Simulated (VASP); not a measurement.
# AlNi (CsCl type) (Pm-3m) in VASP: notebook

AlNi (CsCl type) is run at these levels: PBE; tasks: single point, relaxation of cell and atoms.

Everything below comes from runs of VASP 6.6.1. Logs are shortened: lines on timing, memory, paths and dates and some standing lists are left out, and cuts for length are marked.

### 1 The cell of the first run

Symmetry: Pm-3m, No. 221, cubic system. Conventional cell: a = 2.894 Å, b = 2.894 Å, c = 2.894 Å, α = 90.00°, β = 90.00°, γ = 90.00°. Within 3.3 Å of Ni (site symmetry m-3m) lie 8 Al at 2.51 Å and 6 Ni at 2.89 Å. Al (site symmetry m-3m) has 8 Ni at 2.51 Å and 6 Al at 2.89 Å within 3.3 Å.

### 2 Single point, PBE

Input file INCAR:

```
  PREC = Accurate
  ENCUT = 520
  EDIFF = 1E-6
  ISMEAR = -1
  SIGMA = 0.08
  LREAL = False
  LASPH = True
  NELM = 80
  ALGO = Normal
  ISIF = 2
  LWAVE = False
  LCHARG = False
  GGA = PE
  NBANDS = 14
```

Input file KPOINTS:

```
Automatic mesh
0
Gamma
  14 14 14
```

Input file POSCAR:

```
AlNi
1.0
    2.8935726079      0.0000000000      0.0000000000
    0.0000000000      2.8935726079      0.0000000000
    0.0000000000      0.0000000000      2.8935726079
Ni Al
1 1
Direct
    0.0000000000      0.0000000000      0.0000000000
    0.5000000000      0.5000000000      0.5000000000
```

Potentials or basis: VASP PAW PBE potentials, release 64 (Ni, Al).

Run with:

```
> cat potpaw_PBE.64/Ni/POTCAR potpaw_PBE.64/Al/POTCAR > POTCAR
> mpirun -np 1 vasp_std > vasp.out
```

OUTCAR:

```text
PREC = Accurate
   ENCUT = 520
   EDIFF = 1E-6
   ISMEAR = -1
   LREAL = False
   LASPH = True
   NELM = 80
   ISIF = 2
   GGA = PE

 ion  position               nearest neighbor table
   1  0.000  0.000  0.000-   2 2.51   2 2.51   2 2.51   2 2.51   2 2.51   2 2.51   2 2.51   2 2.51

   2  0.500  0.500  0.500-   1 2.51   1 2.51   1 2.51   1 2.51   1 2.51   1 2.51   1 2.51   1 2.51

  LATTYP: Found a simple cubic cell.
 ALAT       =     2.8935726079

  Lattice vectors:

 A1 = (   2.8935726079,   0.0000000000,   0.0000000000)
 A2 = (   0.0000000000,   2.8935726079,   0.0000000000)
 A3 = (   0.0000000000,   0.0000000000,   2.8935726079)

Analysis of symmetry for initial positions (statically):
=====================================================================
 Subroutine PRICEL returns:
 Original cell was already a primitive cell.

 Routine SETGRP: Setting up the symmetry group for a
 simple cubic supercell.

 Subroutine GETGRP returns: Found 48 space group operations
 (whereof 48 operations were pure point group operations)
 out of a pool of 48 trial point group operations.

The static configuration has the point symmetry O_h .

Analysis of symmetry for dynamics (positions and initial velocities):
=====================================================================
 Subroutine PRICEL returns:
 Original cell was already a primitive cell.

 Routine SETGRP: Setting up the symmetry group for a
 simple cubic supercell.

 Subroutine GETGRP returns: Found 48 space group operations
 (whereof 48 operations were pure point group operations)
 out of a pool of 48 trial point group operations.

The dynamic configuration has the point symmetry O_h .

 Subroutine INISYM returns: Found 48 space group operations
 (whereof 48 operations are pure point group operations),
 and found     1 'primitive' translations

----------------------------------------------------------------------------------------

                                     Primitive cell

  volume of cell :      24.2272

  direct lattice vectors                    reciprocal lattice vectors
     2.893572608  0.000000000  0.000000000     0.345593540  0.000000000  0.000000000
     0.000000000  2.893572608  0.000000000     0.000000000  0.345593540  0.000000000
     0.000000000  0.000000000  2.893572608     0.000000000  0.000000000  0.345593540

  length of vectors
     2.893572608  2.893572608  2.893572608     0.345593540  0.345593540  0.345593540

  position of ions in fractional coordinates (direct lattice)
     0.000000000  0.000000000  0.000000000
     0.500000000  0.500000000  0.500000000

  ion indices of the primitive-cell ions
   primitive index   ion index
                 1           1
                 2           2

----------------------------------------------------------------------------------------

 KPOINTS: Automatic mesh

Automatic generation of k-mesh.
 Grid dimensions read from file:
 generate k-points for:   14   14   14

 Generating k-lattice:

  Cartesian coordinates                     Fractional coordinates (reciprocal lattice)
     0.024685253  0.000000000  0.000000000     0.071428571  0.000000000  0.000000000
     0.000000000  0.024685253  0.000000000     0.000000000  0.071428571  0.000000000
     0.000000000  0.000000000  0.024685253     0.000000000  0.000000000  0.071428571

  Length of vectors
     0.024685253  0.024685253  0.024685253

  Shift w.r.t. Gamma in fractional coordinates (k-lattice)
     0.000000000  0.000000000  0.000000000

 Subroutine IBZKPT returns following result:
 ===========================================

 Found    120 irreducible k-points:

 Following reciprocal coordinates:
            Coordinates               Weight
  0.000000  0.000000  0.000000      1.000000
  0.071429  0.000000  0.000000      6.000000
  0.142857  0.000000  0.000000      6.000000
  0.214286  0.000000  0.000000      6.000000
  0.285714  0.000000  0.000000      6.000000
  0.357143  0.000000  0.000000      6.000000
[... 16 lines left out ...]
  0.285714  0.214286  0.000000     24.000000
  0.357143  0.214286  0.000000     24.000000
 [... further k-points ...]
   k-points           NKPTS =    120   k-points in BZ     NKDIM =    120   number of bands    NBANDS=     14
   number of dos      NEDOS =    301   number of ions     NIONS =      2
   total plane-waves  NPLWV =  13824
   dimension x,y,z NGX =    24 NGY =   24 NGZ =   24
   dimension x,y,z NGXF=    48 NGYF=   48 NGZF=   48
   ions per type =               1   1
   NGX,Y,Z   is equivalent  to a cutoff of  13.79, 13.79, 13.79 a.u.
   NGXF,Y,Z  is equivalent  to a cutoff of  27.58, 27.58, 27.58 a.u.
 SYSTEM =  unknown system
   PREC   = accura    normal or accurate (medium, high low for compatibility)
   ISTART =      0    job   : 0-new  1-cont  2-samecut
   ICHARG =      2    charge: 1-file 2-atom 10-const
   ISPIN  =      1    spin polarized calculation?
   LNONCOLLINEAR =      F non collinear calculations
   LSORBIT =      F    spin-orbit coupling
   LASPH  =      T    aspherical Exc in radial PAW
   ENCUT  =  520.0 eV  38.22 Ry    6.18 a.u.   5.38  5.38  5.38*2*pi/ulx,y,z
   NELM   =     80;   NELMIN=  2; NELMDL= -5     # of ELM steps
   EDIFF  = 0.1E-05   stopping-criterion for ELM
   LREAL  =      F    real-space projection
   EDIFFG = 0.1E-04   stopping-criterion for IOM
   NSW    =      0    number of steps for IOM
   IBRION =     -1    ionic relax: 0-MD 1-quasi-New 2-CG
   NFREE  =      0    steps in history (QN), initial steepest desc. (CG)
   ISIF   =      2    stress and relaxation
   ISYM   =      2    0-nonsym 1-usesym 2-fastsym
   POTIM  = 0.5000    time-step for ionic-motion
   TEBEG  =    0.0;   TEEND  =   0.0 temperature during run
   PSTRESS=    0.0 pullay stress
   NELECT =      13.0000    total number of electrons
   NUPDOWN=      -1.0000    fix difference up-down
   EMIN   =  10.00;   EMAX   =-10.00  energy-range for DOS
   EFERMI =   0.00;   METHOD = LEGACY
   ISMEAR =    -1;   SIGMA  =   0.08  broadening in eV -4-tet -1-fermi 0-gaus
   EFERMI_NEDOS =   21; number of points for ismear=-14 and -15
   IALGO  =     38    algorithm
   IMIX   =      4    mixing-type and parameters
     AMIX     =   0.40;   BMIX     =  1.00
     AMIX_MAG =   1.60;   BMIX_MAG =  1.00
  volume/ion in A,a.u.               =      12.11        81.75
  Fermi-wavevector in a.u.,A,eV,Ry     =   1.330316  2.513933 24.078793  1.769741
  Thomas-Fermi vector in A             =   2.459412
   LORBIT       =      0    0 simple, 1 ext, 2 COOP (PROOUT), +10 PAW based schemes
   GGA     = PE    functional components
   LHFCALC =     F    Hartree Fock is set to
   AEXX    =    0.0000 exact exchange contribution
   IVDW    =     0    specifies the selected vdW correction
   LEPSILON=     F    determine dielectric tensor
   LRPA    =     F    only Hartree local field effects (RPA)
 non-spin polarized calculation
  energy-cutoff  :      520.00
  volume of cell :       24.23
 maximum number of plane-waves:       672
 NGX is ok and might be reduce to    24
   NGX = 11   NGY = 11   NGZ = 11

 number of electron      13.0000013 magnetization

 Free energy of the ion-electron system (eV)
  ---------------------------------------------------
  ext. energy  EPLUGINS =         0.00000000
  ---------------------------------------------------
  free energy    TOTEN  =       -10.54717083 eV

  energy without entropy =      -10.52809808  energy(sigma->0) =      -10.53763445

 E-fermi :   9.8409     XC(G=0): -11.9858

 val. band max:        9.8112151351   @ k =   0.3571   0.1429   0.1429
 cond. band min:       9.8566452623   @ k =   0.3571   0.2857   0.0714
 fundamental gap:      0.0454301272
 Fermi energy:         9.8408925364

 k-point     1 :       0.0000    0.0000    0.0000
  band No.  band energies     occupation
      1      -1.1882      2.00000
      2       6.6885      2.00000
      3       6.6885      2.00000
      4       8.3374      2.00000
      5       8.3374      2.00000
      6       8.3374      2.00000
      7      15.2991      0.00000
      8      15.2991      0.00000
      9      15.2991      0.00000
     10      17.9367      0.00000
     11      17.9367      0.00000
     12      23.3634      0.00000
     13      30.6300      0.00000
     14      30.6300      0.00000

 k-point     2 :       0.0714    0.0000    0.0000
  band No.  band energies     occupation
      1      -1.0951      2.00000
      2       6.6813      2.00000
      3       6.7102      2.00000
      4       8.2973      2.00000
      5       8.2973      2.00000
      6       8.3417      2.00000
      7      14.3304      0.00000
      8      15.4222      0.00000
      9      15.4222      0.00000
     10      17.9434      0.00000
     11      18.8067      0.00000
     12      23.6956      0.00000
     13      29.5631      0.00000
     14      29.5631      0.00000

 k-point     3 :       0.1429    0.0000    0.0000
  band No.  band energies     occupation
      1      -0.8170      2.00000
      2       6.6353      2.00000
      3       6.7716      2.00000
      4       8.1890      2.00000
      5       8.1890      2.00000
      6       8.3535      2.00000
      7      12.7429      0.00000
      8      15.7801      0.00000
      9      15.7801      0.00000
     10      17.9630      0.00000
     11      20.0442      0.00000
     12      24.7611      0.00000
     13      27.8287      0.00000
     14      27.8287      0.00000

 k-point     4 :       0.2143    0.0000    0.0000
  band No.  band energies     occupation
      1      -0.3580      2.00000
      2       6.4674      2.00000
      3       6.8621      2.00000
      4       8.0420      2.00000
      5       8.0420      2.00000
      6       8.3708      2.00000
      7      11.2704      0.00000
      8      16.3452      0.00000
      9      16.3452      0.00000
     10      17.9943      0.00000
     11      20.9961      0.00000
     12      26.0952      0.00000
     13      26.0952      0.00000
     14      26.5239      0.00000

 k-point     5 :       0.2857    0.0000    0.0000
  band No.  band energies     occupation
      1       0.2747      2.00000
      2       6.0304      2.00000
      3       6.9654      2.00000
      4       7.8899      2.00000
      5       7.8899      2.00000
      6       8.3900      2.00000
      7      10.1639      0.03469
      8      17.0864      0.00000
      9      17.0864      0.00000
     10      18.0337      0.00000
     11      21.7731      0.00000
[... 276 lines left out ...]
 k-point    22 :       0.2143    0.2143    0.0000
  band No.  band energies     occupation
      1       0.4484      2.00000
      2       6.7056      2.00000
      3       6.7357      2.00000
      4       7.7075      2.00000
      5       8.0489      2.00000
      6       8.1371      2.00000
      7      11.4386      0.00000
      8      12.7110      0.00000
      9      17.3405      0.00000
     10      19.2355      0.00000
     11      22.0031      0.00000
     12      24.4474      0.00000
     13      26.3959      0.00000
     14      26.8937      0.00000

 k-point    23 :       0.2857    0.2143    0.0000
  band No.  band energies     occupation
      1       1.0597      2.00000
      2       6.3460      2.00000
      3       6.8871      2.00000
      4       7.6210      2.00000
      5       7.9377      2.00000
      6       8.1317      2.00000
      7      10.5370      0.00033
      8      12.9138      0.00000
      9      18.0501      0.00000
     10      18.6984      0.00000
     11      21.3027      0.00000
     12      25.0185      0.00000
     13      25.5894      0.00000
     14      27.1015      0.00000

 k-point    24 :       0.3571    0.2143    0.0000
  band No.  band energies     occupation
      1       1.8217      2.00000
      2       5.6703      2.00000
      3       7.0547      2.00000
      4       7.5768      2.00000
      5       7.8200      2.00000
      6       8.1513      2.00000
      7       9.7432      1.54471
      8      13.5441      0.00000
      9      17.6250      0.00000
     10      18.9063      0.00000
     11      21.2942      0.00000
     12      23.5698      0.00000
     13      25.8167      0.00000
     14      27.2906      0.00000

 [... further k-points ...]
[... 5 lines left out ...]
  --------------------------------------------------------------------------------------
  -------------------------------------------------------------------------------------
  Total       -0.0090423     -0.0090423     -0.0090423      0.0000000     -0.0000000      0.0000000
  in kB       -0.5979776     -0.5979776     -0.5979776      0.0000000     -0.0000000      0.0000000
  external PRESSURE =      -0.5979776 kB  Pullay stress =       0.0000000 kB

 VOLUME and BASIS-vectors are now :
 -----------------------------------------------------------------------------
  energy-cutoff  :      520.00
  volume of cell :       24.23
      direct lattice vectors                 reciprocal lattice vectors
     2.893572608  0.000000000  0.000000000     0.345593540  0.000000000  0.000000000
     0.000000000  2.893572608  0.000000000     0.000000000  0.345593540  0.000000000
     0.000000000  0.000000000  2.893572608     0.000000000  0.000000000  0.345593540

 POSITION                                       TOTAL-FORCE (eV/Angst)
 -----------------------------------------------------------------------------------
      0.00000      0.00000      0.00000         0.000000      0.000000      0.000000
      1.44679      1.44679      1.44679         0.000000      0.000000      0.000000
 -----------------------------------------------------------------------------------
    total drift:                                0.000000      0.000000      0.000000

  FREE ENERGIE OF THE ION-ELECTRON SYSTEM (eV)
  ---------------------------------------------------
  free  energy   TOTEN  =       -10.5471708265 eV

  energy  without entropy=      -10.5280980803  energy(sigma->0) =      -10.53763445
```

Run time: 11 s. Hardware: 1 thread of Intel Xeon 6975P-C, shared host; peak memory 0.16 GiB.

What came out:

* Free energy: -10.5472 eV
* Pressure: -0.1 GPa

(Continued in part 2 of 2.)
